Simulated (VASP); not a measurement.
# TlBr: single point with PBE

The system is TlBr.

```
Tl Br
1.0
     3.94619    0.00000    0.00000
     0.00000    3.94619    0.00000
     0.00000    0.00000    3.94619
Tl Br
1 1
Direct
  0.00000 0.00000 0.00000
  0.50000 0.50000 0.50000
```

```
Program             : VASP 6.6.1
Task                : single point
Functional          : PBE
Potentials or basis : VASP PAW PBE potentials, release 64 (Tl_d, Br)
Cutoff              : 500 eV
k mesh              : 4 × 4 × 4
Occupations         : gaussian, width 0.01 eV
Spin                : no spin polarisation
```

| Property | Result |
| --- | --- |
| Pressure | 2.0 GPa |
| Band gap on the k mesh | 1.78 eV |

Levels at points of the mesh, in eV from the valence-band top:
```tsv
k point	band 6	band 7	band 8	band 9	band 10	band 11	band 12	band 13	band 14	band 15
(0.00, 0.00, 0.00)	-9.99	-4.72	-1.42	-1.42	-1.42	6.94	6.94	7.31	7.31	7.31
(0.50, 0.00, 0.00)	-9.98	-5.71	-0.89	-0.89	0.00	1.78	5.75	5.75	7.90	10.44
(0.50, 0.50, 0.00)	-9.93	-3.82	-3.11	-3.11	-0.80	4.89	4.89	7.45	7.67	10.42
(0.50, 0.50, 0.50)	-9.93	-2.76	-2.05	-2.05	-2.05	2.03	2.03	2.03	12.97	12.97
```

Wall time 16 s on 1 thread of Intel Xeon 8259CL (shared host), peak memory 0.17 GiB.

Caveat: spin-orbit coupling is left out, which moves the levels of the heavy elements. A k mesh can miss the band edges.
